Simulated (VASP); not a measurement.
# ZnS: single point with r2SCAN

Crystal: ZnS.

```
Zn S
1.0
     0.00000    2.66408    2.78579
     2.66408    0.00000    2.78579
     2.66408    2.66408    0.00000
Zn S
1 1
Direct
  0.00000 0.00000 0.00000
  0.75000 0.75000 0.75000
```

This cell differs from its parent crystal: strain -0.015 along x and y, +0.030 along z.

| Item | Value |
| --- | --- |
| Program | VASP 6.6.1 |
| Task | single point |
| Functional | r2SCAN |
| Potentials or basis | VASP PAW PBE potentials, release 64 (Zn, S) |
| Cutoff | 520 eV |
| k mesh | 8 × 8 × 8 |
| Occupations | gaussian, width 0.05 eV |
| Spin | no spin polarisation |

```json
{
 "Pressure": "-0.8 GPa",
 "Band gap on the k mesh": "2.60 eV, direct"
}
```

Stress tensor (GPa, compression positive):
```
-0.09  0.00  0.00
 0.00 -0.09  0.00
 0.00  0.00 -2.20
```

Levels at points of the mesh, in eV from the valence-band top:
```tsv
k point	band 6	band 7	band 8	band 9	band 10	band 11	band 12	band 13
(0.00, 0.00, 0.00)	-6.00	-0.18	0.00	0.00	2.60	6.86	6.86	6.87
(0.50, 0.00, 0.00)	-5.81	-5.42	-1.07	-0.81	3.72	7.19	7.55	9.36
(0.50, 0.50, 0.00)	-5.84	-4.83	-2.16	-2.16	3.85	4.73	11.33	12.81
(0.50, 0.00, 0.50)	-5.77	-4.56	-2.45	-2.35	3.60	4.28	11.84	12.44
```

Run time: 4.7 min on 1 thread of AMD EPYC 7R43 64-Core Processor (Zen 3), with other jobs on the host, peak memory 0.15 GiB.

Caveat: the cell differs from its parent crystal (strain -0.015 along x and y, +0.030 along z); the PAW data sets were made with another functional, which shifts forces and pressure a little.
